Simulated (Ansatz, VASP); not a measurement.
# One calculation of Ti2C5, two programs

```
CELL_PARAMETERS angstrom
3.54459 0.00000 0.00000
-1.77229 3.06970 0.00000
0.00000 0.00000 7.16196
ATOMIC_POSITIONS crystal
Ti 0.00000 0.00000 0.73607
Ti 0.00000 0.00000 0.26393
C 0.00000 0.00000 0.00000
C 0.33333 0.66667 0.59894
C 0.66667 0.33333 0.59894
C 0.66667 0.33333 0.40106
C 0.33333 0.66667 0.40106
```

Alike in both runs: functional PBE; k mesh 4 × 4 × 3; occupations gaussian, width 0.2 eV; no spin polarisation.

Ansatz relaxed the structure, and its values are those at the end. VASP's run is a single point on that final structure, the one shown.

|  | VASP | Ansatz |
| --- | --- | --- |
| version | VASP 6.6.1 | Ansatz 0.2.0 |
| potentials or method | VASP PAW PBE potentials, release 64 (Ti_sv, C), cutoff 600 eV | scalar-relativistic, plane waves, PAW |
| valence electrons in the cell | 44 | 44 |

```csv
,VASP,Ansatz,Ansatz less VASP
gap on the k mesh at the Fermi level (eV),none,none,-
pressure (GPa),0.1,0.0,-0.12
rms of the force components (eV/Å),0.029,0.002,-0.0272
```

A gap of «none» marks a metal or a gap that the smearing closes. The functional is the same, so the differences come from potentials, cutoffs and numerics.

The k mesh is coarse, so the values compare programs but aren't converged.
